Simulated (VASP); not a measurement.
A run of VASP 6.6.1 is set up as follows.

The input INCAR:

```
SYSTEM = CdSe
PREC     = Accurate       ! precision mode
ENCUT    = 520            ! plane-wave cutoff, eV
EDIFF    = 1E-6           ! SCF threshold, eV
ISMEAR   = 0              ! smearing method
SIGMA    = 0.01           ! smearing width, eV
LREAL    = .False.        ! projectors in reciprocal space
LASPH    = .True.         ! aspherical terms in the spheres
NELM     = 80             ! most SCF steps
ALGO     = Normal         ! electronic algorithm
ISIF     = 2              ! what is computed and relaxed
LWAVE    = .False.        ! write WAVECAR
LCHARG   = .True.         ! write CHGCAR
GGA      = CA             ! functional
LELF     = .True.         ! ELF
LVHAR    = .True.       
NBANDS   = 26             ! bands
```

File KPOINTS:

```
regular mesh
0
Gamma
  9 9 6
  0 0 0
```

The input POSCAR:

```
CdSe
1.0
    4.3021423044      0.0000000000      0.0000000000
   -2.1510711522      3.7257645263      0.0000000000
    0.0000000000      0.0000000000      7.0214577968
Cd Se
2 2
Direct
    0.3333333333      0.6666666667      0.0001348960
    0.6666666667      0.3333333333      0.5001348960
    0.3333333333      0.6666666667      0.3758651040
    0.6666666667      0.3333333333      0.8758651040
```

Potentials or basis: VASP PAW LDA potentials, release 64 (Cd, Se).

Launch:

```console
$ cat potpaw_LDA.64/Cd/POTCAR potpaw_LDA.64/Se/POTCAR > POTCAR
$ mpirun -np 1 vasp_std > vasp.out
```

Problem. What does it give for the band gap on the k mesh?

Solution. 0.42 eV, direct.

Problem. Estimate the pressure.

Solution. -1.5 GPa.

Expect the measured gap to be larger: semilocal functionals such as LDA lack the derivative discontinuity.
